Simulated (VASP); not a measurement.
Set up this calculation in VASP 6.6.1, as the native input.

```
Task                   : single point
Functional             : LDA
Potentials or basis    : VASP PAW LDA potentials, release 64 (Ti_sv, Ni)
Cutoff                 : 520 eV
k mesh                 : 12 × 12 × 9
Occupations            : fermi-dirac, width 0.08 eV
Spin                   : collinear spin, zero start
Starting moments       : [0.0, 0.0] μB
Fixed moment           : 0 μB
Dipole correction      : no
Further INCAR settings : ALGO = Normal; EDIFF = 1e-06; NBANDS = 22
```

The structure of TiNi lies in POSCAR:

```
TiNi
1.0
    2.7358030000      0.0000000000      0.0000000000
    0.0000000000      2.7358030000      0.0000000000
    0.0000000000      0.0000000000      3.5814100000
Ti Ni
1 1
Direct
    0.5000000000      0.5000000000      0.5000000000
    0.0000000000      0.0000000000      0.0000000000
```

These files were run (other wordings do the same):

INCAR

```
PREC = Accurate
ENCUT = 520
EDIFF = 1E-6
ISMEAR = -1
SIGMA = 0.08
LREAL = False
LASPH = True
NELM = 150
ALGO = Normal
ISIF = 2
LWAVE = False
LCHARG = True
ISPIN = 2
MAGMOM = 0 0
LORBIT = 11
NUPDOWN = 0.0
LMAXMIX = 4
LELF = True
LVHAR = True
NBANDS = 22
```

KPOINTS

```
Automatic mesh
0
Gamma
  12 12 9
```

Potentials or basis: VASP PAW LDA potentials, release 64 (Ti_sv, Ni).

The run is started by

```sh
$ cat potpaw_LDA.64/Ti_sv/POTCAR potpaw_LDA.64/Ni/POTCAR > POTCAR
$ mpirun -np 1 vasp_std > vasp.out
```

It gave:

- Pressure: -11.6 GPa
- Net moment: 0.00 μB per cell
- Valence electrons inside the program's atomic spheres: Ti 10.33; Ni 9.35

Caveat: the cell stands under tension; the total moment is fixed, so each spin has its own Fermi level.

Run time: 58 s on 1 thread of Intel(R) Xeon(R) 6975P-C (Granite Rapids), on a shared host, peak memory 0.22 GiB.
